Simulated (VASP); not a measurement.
A run of VASP 6.6.1 is set up as follows.

INCAR

```
SYSTEM = Ba2SrN2
PREC     = Accurate       ! precision mode
ENCUT    = 520            ! plane-wave cutoff, eV
EDIFF    = 1E-6           ! SCF threshold, eV
ISMEAR   = -1             ! smearing method
SIGMA    = 0.05           ! smearing width, eV
LREAL    = .False.        ! projectors in reciprocal space
LASPH    = .True.         ! aspherical terms in the spheres
NELM     = 60             ! most SCF steps
ALGO     = Normal         ! electronic algorithm
ISIF     = 2              ! what is computed and relaxed
LWAVE    = .False.        ! write WAVECAR
LCHARG   = .False.        ! write CHGCAR
GGA      = PE             ! functional
IVDW     = 13             ! dispersion correction
NBANDS   = 28             ! bands
```

The input KPOINTS:

```
regular mesh
0
Gamma
  6 6 2
  0 0 0
```

POSCAR

```
Ba2SrN2
1.0
    3.7949274724      0.0000000000      0.0000000000
   -1.8974637362      3.2865036589      0.0000000000
    0.0000000000      0.0000000000     10.1962089864
Ba Sr N
2 1 2
Direct
    0.6666666667      0.3333333333      0.2154780000
    0.3333333333      0.6666666667      0.7845220000
    0.0000000000      0.0000000000      0.5000000000
    0.6666666667      0.3333333333      0.6607440000
    0.3333333333      0.6666666667      0.3392560000
```

Potentials or basis: VASP PAW PBE potentials, release 64 (Ba_sv, Sr_sv, N).

Run with:

```console
$ cat potpaw_PBE.64/Ba_sv/POTCAR potpaw_PBE.64/Sr_sv/POTCAR potpaw_PBE.64/N/POTCAR > POTCAR
$ mpirun -np 1 vasp_std > vasp.out
```

(1) Predict the dispersion energy per atom.

(2) Estimate the largest force.

(3) What does it give for the band gap on the k mesh?

## Answers

(1) -0.197 eV.

(2) 0.869 eV/Å.

(3) zero (band 20 reaches 2.22 eV, above the bottom of band 21 at 1.94 eV).

Caveat: spin-orbit coupling is left out, which moves the levels of the heavy elements.
